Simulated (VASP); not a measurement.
# TiO2 (P4_2/mnm) in VASP: a series of runs

The runs below take TiO2 through single point, with PBEsol.

Program: VASP 6.6.1. These are calculated values, not measurements. Logs are shortened: lines on timing, memory, paths and dates and some standing lists are left out, and cuts for length are marked.

**1. The cell of the first run**

Symmetry: P4_2/mnm, No. 136, tetragonal system. The conventional cell has a = 4.538 Å, b = 4.538 Å, c = 2.919 Å, α = 90.00°, β = 90.00°, γ = 90.00°. Ti (site symmetry mmm) has 6 O at 1.93 to 1.95 Å within 2.6 Å. Within 2.6 Å of O (site symmetry m2m) lie 3 Ti at 1.93 to 1.95 Å and 1 O at 2.51 Å.

**2. Single point, PBEsol (volume scaled by 0.96)**

INCAR

```
  PREC = Accurate
  ENCUT = 520
  EDIFF = 1E-6
  ISMEAR = -1
  SIGMA = 0.05
  LREAL = False
  LASPH = True
  NELM = 80
  ALGO = Normal
  ISIF = 2
  LWAVE = False
  LCHARG = False
  GGA = PS
  NBANDS = 33
```

KPOINTS

```
regular mesh
0
Gamma
  6 6 9
```

POSCAR

```
TiO2
1.0
    4.5376697393      0.0000000000      0.0000000000
    0.0000000000      4.5376697393      0.0000000000
    0.0000000000      0.0000000000      2.9192192849
Ti O
2 4
Direct
    0.0000000000      0.0000000000      0.5000000000
    0.5000000000      0.5000000000      0.0000000000
    0.3043213200      0.3043213200      0.5000000000
    0.1956786800      0.8043213200      0.0000000000
    0.8043213200      0.1956786800      0.0000000000
    0.6956786800      0.6956786800      0.5000000000
```

Potentials or basis: VASP PAW PBE potentials, release 64 (Ti_sv, O).

Run with:

```
cat potpaw_PBE.64/Ti_sv/POTCAR potpaw_PBE.64/O/POTCAR > POTCAR
mpirun -np 1 vasp_std > vasp.out
```

OUTCAR:

```text
PREC = Accurate
   ENCUT = 520
   EDIFF = 1E-6
   ISMEAR = -1
   LREAL = False
   LASPH = True
   NELM = 80
   ISIF = 2
   GGA = PS

 ion  position               nearest neighbor table
   1  0.000  0.000  0.500-   4 1.93   5 1.93   4 1.93   5 1.93   3 1.95   6 1.95
   2  0.500  0.500  0.000-   3 1.93   6 1.93   3 1.93   6 1.93   5 1.95   4 1.95
   3  0.304  0.304  0.500-   2 1.93   2 1.93   1 1.95
   4  0.196  0.804  0.000-   1 1.93   1 1.93   2 1.95
   5  0.804  0.196  0.000-   1 1.93   1 1.93   2 1.95
   6  0.696  0.696  0.500-   2 1.93   2 1.93   1 1.95

  LATTYP: Found a simple tetragonal cell.
 ALAT       =     4.5376697393
 C/A-ratio  =     0.6433300466

  Lattice vectors:

 A1 = (   4.5376697393,   0.0000000000,   0.0000000000)
 A2 = (   0.0000000000,   4.5376697393,   0.0000000000)
 A3 = (   0.0000000000,   0.0000000000,   2.9192192849)

Analysis of symmetry for initial positions (statically):
=====================================================================
 Subroutine PRICEL returns:
 Original cell was already a primitive cell.

 Routine SETGRP: Setting up the symmetry group for a
 simple tetragonal supercell.

 Subroutine GETGRP returns: Found 16 space group operations
 (whereof  8 operations were pure point group operations)
 out of a pool of 16 trial point group operations.

The static configuration has the point symmetry D_2h.
 The point group associated with its full space group is D_4h.

Analysis of symmetry for dynamics (positions and initial velocities):
=====================================================================
 Subroutine PRICEL returns:
 Original cell was already a primitive cell.

 Routine SETGRP: Setting up the symmetry group for a
 simple tetragonal supercell.

 Subroutine GETGRP returns: Found 16 space group operations
 (whereof  8 operations were pure point group operations)
 out of a pool of 16 trial point group operations.

The dynamic configuration has the point symmetry D_2h.
 The point group associated with its full space group is D_4h.

 Subroutine INISYM returns: Found 16 space group operations
 (whereof  8 operations are pure point group operations),
 and found     1 'primitive' translations

----------------------------------------------------------------------------------------

                                     Primitive cell

  volume of cell :      60.1080

  direct lattice vectors                    reciprocal lattice vectors
     4.537669739  0.000000000  0.000000000     0.220377431  0.000000000  0.000000000
     0.000000000  4.537669739  0.000000000     0.000000000  0.220377431  0.000000000
     0.000000000  0.000000000  2.919219285     0.000000000  0.000000000  0.342557342

  length of vectors
     4.537669739  4.537669739  2.919219285     0.220377431  0.220377431  0.342557342

  position of ions in fractional coordinates (direct lattice)
     0.000000000  0.000000000  0.500000000
     0.500000000  0.500000000  0.000000000
     0.304321320  0.304321320  0.500000000
     0.195678680  0.804321320  0.000000000
     0.804321320  0.195678680  0.000000000
     0.695678680  0.695678680  0.500000000

  ion indices of the primitive-cell ions
   primitive index   ion index
                 1           1
                 2           2
                 3           3
                 4           4
                 5           5
                 6           6

----------------------------------------------------------------------------------------

 KPOINTS: regular mesh

Automatic generation of k-mesh.
 Grid dimensions read from file:
 generate k-points for:    6    6    9

 Generating k-lattice:

  Cartesian coordinates                     Fractional coordinates (reciprocal lattice)
     0.036729572  0.000000000  0.000000000     0.166666667  0.000000000  0.000000000
     0.000000000  0.036729572  0.000000000     0.000000000  0.166666667  0.000000000
     0.000000000  0.000000000  0.038061927     0.000000000  0.000000000  0.111111111

  Length of vectors
     0.036729572  0.036729572  0.038061927

  Shift w.r.t. Gamma in fractional coordinates (k-lattice)
     0.000000000  0.000000000  0.000000000

 Subroutine IBZKPT returns following result:
 ===========================================

 Found     50 irreducible k-points:

 Following reciprocal coordinates:
            Coordinates               Weight
  0.000000  0.000000  0.000000      1.000000
  0.166667  0.000000  0.000000      4.000000
  0.333333  0.000000  0.000000      4.000000
  0.500000  0.000000  0.000000      2.000000
  0.166667  0.166667  0.000000      4.000000
  0.333333  0.166667  0.000000      8.000000
[... 16 lines left out ...]
  0.333333  0.000000  0.222222      8.000000
  0.500000  0.000000  0.222222      4.000000
 [... further k-points ...]
   k-points           NKPTS =     50   k-points in BZ     NKDIM =     50   number of bands    NBANDS=     33
   number of dos      NEDOS =    301   number of ions     NIONS =      6
   total plane-waves  NPLWV =  31104
   dimension x,y,z NGX =    36 NGY =   36 NGZ =   24
   dimension x,y,z NGXF=    72 NGYF=   72 NGZF=   48
   ions per type =               2   4
   NGX,Y,Z   is equivalent  to a cutoff of  13.19, 13.19, 13.67 a.u.
   NGXF,Y,Z  is equivalent  to a cutoff of  26.38, 26.38, 27.34 a.u.
 SYSTEM =  unknown system
   PREC   = accura    normal or accurate (medium, high low for compatibility)
   ISTART =      0    job   : 0-new  1-cont  2-samecut
   ICHARG =      2    charge: 1-file 2-atom 10-const
   ISPIN  =      1    spin polarized calculation?
   LNONCOLLINEAR =      F non collinear calculations
   LSORBIT =      F    spin-orbit coupling
   LASPH  =      T    aspherical Exc in radial PAW
   ENCUT  =  520.0 eV  38.22 Ry    6.18 a.u.   8.44  8.44  5.43*2*pi/ulx,y,z
   NELM   =     80;   NELMIN=  2; NELMDL= -5     # of ELM steps
   EDIFF  = 0.1E-05   stopping-criterion for ELM
   LREAL  =      F    real-space projection
   EDIFFG = 0.1E-04   stopping-criterion for IOM
   NSW    =      0    number of steps for IOM
   IBRION =     -1    ionic relax: 0-MD 1-quasi-New 2-CG
   NFREE  =      0    steps in history (QN), initial steepest desc. (CG)
   ISIF   =      2    stress and relaxation
   ISYM   =      2    0-nonsym 1-usesym 2-fastsym
   POTIM  = 0.5000    time-step for ionic-motion
   TEBEG  =    0.0;   TEEND  =   0.0 temperature during run
   PSTRESS=    0.0 pullay stress
   NELECT =      48.0000    total number of electrons
   NUPDOWN=      -1.0000    fix difference up-down
   EMIN   =  10.00;   EMAX   =-10.00  energy-range for DOS
   EFERMI =   0.00;   METHOD = LEGACY
   ISMEAR =    -1;   SIGMA  =   0.05  broadening in eV -4-tet -1-fermi 0-gaus
   EFERMI_NEDOS =   21; number of points for ismear=-14 and -15
   IALGO  =     38    algorithm
   IMIX   =      4    mixing-type and parameters
     AMIX     =   0.40;   BMIX     =  1.00
     AMIX_MAG =   1.60;   BMIX_MAG =  1.00
  volume/ion in A,a.u.               =      10.02        67.60
  Fermi-wavevector in a.u.,A,eV,Ry     =   1.518837  2.870185 31.386803  2.306865
  Thomas-Fermi vector in A             =   2.627904
   LORBIT       =      0    0 simple, 1 ext, 2 COOP (PROOUT), +10 PAW based schemes
   GGA     = PS    functional components
   LHFCALC =     F    Hartree Fock is set to
   AEXX    =    0.0000 exact exchange contribution
   IVDW    =     0    specifies the selected vdW correction
   LEPSILON=     F    determine dielectric tensor
   LRPA    =     F    only Hartree local field effects (RPA)
 non-spin polarized calculation
  energy-cutoff  :      520.00
  volume of cell :       60.11
 maximum number of plane-waves:      1640
 NGX is ok and might be reduce to    36
   NGX = 17   NGY = 17   NGZ = 11

 number of electron      48.0000003 magnetization

 Free energy of the ion-electron system (eV)
  ---------------------------------------------------
  ext. energy  EPLUGINS =         0.00000000
  ---------------------------------------------------
  free energy    TOTEN  =       -56.04542102 eV

  energy without entropy =      -56.04542102  energy(sigma->0) =      -56.04542102

 E-fermi :   6.0619     XC(G=0): -11.9086

 val. band max:        5.1387619999   @ k =   0.0000   0.0000   0.0000
 cond. band min:       7.0378230570   @ k =   0.0000   0.0000   0.0000
 fundamental gap:      1.8990610571
 Fermi energy:         6.0619321479

 k-point     1 :       0.0000    0.0000    0.0000
  band No.  band energies     occupation
      1     -51.4004      2.00000
      2     -51.3786      2.00000
      3     -27.8649      2.00000
      4     -27.8649      2.00000
      5     -27.6664      2.00000
      6     -27.6664      2.00000
[... 25 lines left out ...]
     32      12.1073      0.00000
     33      12.1126      0.00000

 k-point     2 :       0.1667    0.0000    0.0000
  band No.  band energies     occupation
      1     -51.3989      2.00000
      2     -51.3800      2.00000
      3     -27.8540      2.00000
      4     -27.8529      2.00000
      5     -27.6799      2.00000
      6     -27.6787      2.00000
[... 25 lines left out ...]
     32      12.0034      0.00000
     33      12.0255      0.00000

 k-point     3 :       0.3333    0.0000    0.0000
  band No.  band energies     occupation
      1     -51.3949      2.00000
      2     -51.3840      2.00000
      3     -27.8247      2.00000
      4     -27.8216      2.00000
      5     -27.7142      2.00000
      6     -27.7110      2.00000
[... 25 lines left out ...]
     32      11.7953      0.00000
     33      11.8379      0.00000

 k-point     4 :       0.5000    0.0000    0.0000
  band No.  band energies     occupation
      1     -51.3894      2.00000
      2     -51.3894      2.00000
      3     -27.7968      2.00000
      4     -27.7968      2.00000
      5     -27.7404      2.00000
      6     -27.7404      2.00000
[... 25 lines left out ...]
     32      11.5992      0.00000
     33      11.7100      0.00000

 k-point     5 :       0.1667    0.1667    0.0000
  band No.  band energies     occupation
      1     -51.3976      2.00000
      2     -51.3813      2.00000
      3     -27.8690      2.00000
      4     -27.8199      2.00000
      5     -27.7151      2.00000
      6     -27.6640      2.00000
[... 604 lines left out ...]
 k-point    22 :       0.1667    0.0000    0.2222
  band No.  band energies     occupation
      1     -51.3763      2.00000
      2     -51.3618      2.00000
      3     -27.8485      2.00000
      4     -27.8202      2.00000
      5     -27.7921      2.00000
      6     -27.7861      2.00000
[... 25 lines left out ...]
     32      11.2910      0.00000
     33      11.5472      0.00000

 k-point    23 :       0.3333    0.0000    0.2222
  band No.  band energies     occupation
      1     -51.3732      2.00000
      2     -51.3648      2.00000
      3     -27.8546      2.00000
      4     -27.8350      2.00000
      5     -27.7671      2.00000
      6     -27.7544      2.00000
[... 25 lines left out ...]
     32      10.8601      0.00000
     33      11.6139      0.00000

 k-point    24 :       0.5000    0.0000    0.2222
  band No.  band energies     occupation
      1     -51.3690      2.00000
      2     -51.3690      2.00000
      3     -27.8489      2.00000
      4     -27.8489      2.00000
      5     -27.7415      2.00000
      6     -27.7415      2.00000
[... 25 lines left out ...]
     32      10.6887      0.00000
     33      12.0569      0.00000

 [... further k-points ...]
[... 5 lines left out ...]
  --------------------------------------------------------------------------------------
  -------------------------------------------------------------------------------------
  Total        3.0215468      3.0215468      3.3628797     -0.0000000      0.0000000      0.0000000
  in kB       80.5392205     80.5392205     89.6374352     -0.0000000      0.0000000      0.0000000
  external PRESSURE =      83.5719587 kB  Pullay stress =       0.0000000 kB

 VOLUME and BASIS-vectors are now :
 -----------------------------------------------------------------------------
  energy-cutoff  :      520.00
  volume of cell :       60.11
      direct lattice vectors                 reciprocal lattice vectors
     4.537669739  0.000000000  0.000000000     0.220377431  0.000000000  0.000000000
     0.000000000  4.537669739  0.000000000     0.000000000  0.220377431  0.000000000
     0.000000000  0.000000000  2.919219285     0.000000000  0.000000000  0.342557342

 POSITION                                       TOTAL-FORCE (eV/Angst)
 -----------------------------------------------------------------------------------
      0.00000      0.00000      1.45961        -0.000000      0.000000      0.000000
      2.26883      2.26883      0.00000        -0.000000      0.000000      0.000000
      1.38091      1.38091      1.45961        -0.109749     -0.109749     -0.000000
      0.88793      3.64974      0.00000         0.109749     -0.109749      0.000000
      3.64974      0.88793      0.00000        -0.109749      0.109749      0.000000
      3.15676      3.15676      1.45961         0.109749      0.109749      0.000000
 -----------------------------------------------------------------------------------
    total drift:                                0.000000      0.000000      0.000000

  FREE ENERGIE OF THE ION-ELECTRON SYSTEM (eV)
  ---------------------------------------------------
  free  energy   TOTEN  =       -56.0454210224 eV

  energy  without entropy=      -56.0454210221  energy(sigma->0) =      -56.04542102
```

Wall time 2.3 min (1 thread of AMD EPYC 7R43 (Zen 3), shared host); peak memory 0.18 GiB.

Results:

* Free energy: -56.0454 eV
* Pressure: 8.4 GPa
* Largest force: 0.155 eV/Å
* Band gap on the k mesh: 1.90 eV, direct

Forces in eV/Å, atoms in the order of the input:
```
Ti   0.000  0.000  0.000
Ti   0.000  0.000  0.000
O   -0.110 -0.110  0.000
O    0.110 -0.110  0.000
O   -0.110  0.110  0.000
O    0.110  0.110  0.000
```

Levels at points of the mesh, in eV from the valence-band top:
```tsv
k point	band 21	band 22	band 23	band 24	band 25	band 26	band 27	band 28
(0.00, 0.00, 0.00)	-0.70	-0.46	-0.46	0.00	1.90	2.21	2.48	2.59
(0.50, 0.00, 0.00)	-1.70	-1.70	-0.79	-0.79	2.63	2.63	3.16	3.16
(0.50, 0.50, 0.00)	-1.33	-1.33	-1.09	-1.09	1.94	1.94	2.61	2.61
```

Caveat: the PAW data sets were made with another functional, which shifts forces and pressure a little. A k mesh can miss the band edges.

**3. Single point, PBEsol (volume scaled by 0.98)**

INCAR

```
ALGO = Normal
EDIFF = 1E-6
ENCUT = 520
GGA = PS
ISIF = 2
ISMEAR = -1
LASPH = T
LCHARG = F
LREAL = F
LWAVE = F
NBANDS = 33
NELM = 60
PREC = Accurate
SIGMA = 0.05
```

KPOINTS

```
k-points
0
Gamma
  6 6 9
```

POSCAR: that of step 2 with these lines changed.

```diff
@@ -2,5 +2,5 @@
 1.0
-    4.5376697393      0.0000000000      0.0000000000
-    0.0000000000      4.5376697393      0.0000000000
-    0.0000000000      0.0000000000      2.9192192849
+    4.5689650023      0.0000000000      0.0000000000
+    0.0000000000      4.5689650023      0.0000000000
+    0.0000000000      0.0000000000      2.9393524679
 Ti O
```

Potentials or basis: VASP PAW PBE potentials, release 64 (Ti_sv, O).

Run with:

```
cat potpaw_PBE.64/Ti_sv/POTCAR potpaw_PBE.64/O/POTCAR > POTCAR
mpirun -np 1 vasp_std > vasp.out
```

It took 2.9 min on 1 thread of AMD EPYC 7R43 (Zen 3), shared host; peak memory 0.18 GiB.

Results (log left out):

```yaml
Free_energy: -56.0909 eV
Pressure: 2.8 GPa
Largest_force: 0.051 eV/Å
Band_gap_on_the_k_mesh: 1.85 eV, direct
```

Forces in eV/Å, atoms in the order of the input:
```
Ti   0.000  0.000  0.000
Ti   0.000  0.000  0.000
O   -0.036 -0.036  0.000
O    0.036 -0.036  0.000
O   -0.036  0.036  0.000
O    0.036  0.036  0.000
```

Stress tensor (GPa, compression positive):
```
3.01 0.00 0.00
0.00 3.01 0.00
0.00 0.00 2.53
```

Levels at points of the mesh, in eV from the valence-band top:
```csv
k point,band 22,band 23,band 24,band 25,band 26,band 27
"(0.00, 0.00, 0.00)",-0.46,-0.46,0.00,1.85,2.14,2.41
"(0.50, 0.00, 0.00)",-1.68,-0.78,-0.78,2.55,2.55,3.07
"(0.50, 0.50, 0.00)",-1.33,-1.09,-1.09,1.89,1.89,2.54
```

Caveat: the PAW data sets were made with another functional, which shifts forces and pressure a little.

**4. Single point, PBEsol (volume scaled by 1.02)**

INCAR

```
SYSTEM = TiO2
PREC = Accurate ; ENCUT = 520
EDIFF = 1E-6 ; ISMEAR = -1
SIGMA = 0.05 ; LREAL = .False.
LASPH = .True. ; NELM = 100
ALGO = Normal ; ISIF = 2
LWAVE = .False. ; LCHARG = .False.
GGA = PS ; NBANDS = 33
```

KPOINTS

```
regular mesh
0
Gamma
  6 6 9
  0 0 0
```

POSCAR: that of step 3 with these lines changed.

```diff
@@ -2,5 +2,5 @@
 1.0
-    4.5689650023      0.0000000000      0.0000000000
-    0.0000000000      4.5689650023      0.0000000000
-    0.0000000000      0.0000000000      2.9393524679
+    4.6303007105      0.0000000000      0.0000000000
+    0.0000000000      4.6303007105      0.0000000000
+    0.0000000000      0.0000000000      2.9788115719
 Ti O
```

Run with:

```
cat potpaw_PBE.64/Ti_sv/POTCAR potpaw_PBE.64/O/POTCAR > POTCAR
mpirun -np 1 vasp_std > vasp.out
```

Wall time 3.1 min (1 thread of AMD EPYC 7R43 (Zen 3), shared host); peak memory 0.18 GiB.

Results (log left out):

```
Free energy            : -56.0630 eV
Pressure               : -6.6 GPa
Largest force          : 0.137 eV/Å
Band gap on the k mesh : 1.76 eV, direct
```

Forces in eV/Å, atoms in the order of the input:
```
Ti   0.000  0.000  0.000
Ti   0.000  0.000  0.000
O    0.097  0.097  0.000
O   -0.097  0.097  0.000
O    0.097 -0.097  0.000
O   -0.097 -0.097  0.000
```

Stress tensor (GPa, compression positive):
```
-5.69  0.00  0.00
 0.00 -5.69  0.00
 0.00  0.00 -8.52
```

Levels at points of the mesh, in eV from the valence-band top:
| k point | band 20 | band 21 | band 22 | band 23 | band 24 | band 25 | band 26 | band 27 | band 28 | band 29 |
| --- | --- | --- | --- | --- | --- | --- | --- | --- | --- | --- |
| (0.00, 0.00, 0.00) | -1.99 | -0.71 | -0.46 | -0.46 | 0.00 | 1.76 | 2.02 | 2.29 | 2.38 | 2.38 |
| (0.50, 0.00, 0.00) | -3.05 | -1.65 | -1.65 | -0.74 | -0.74 | 2.40 | 2.40 | 2.90 | 2.90 | 3.43 |
| (0.50, 0.50, 0.00) | -2.16 | -1.32 | -1.32 | -1.09 | -1.09 | 1.79 | 1.79 | 2.40 | 2.40 | 3.70 |

Caveat: the PAW data sets were made with another functional, which shifts forces and pressure a little. A k mesh can miss the band edges.

[end of part 1 of 2]
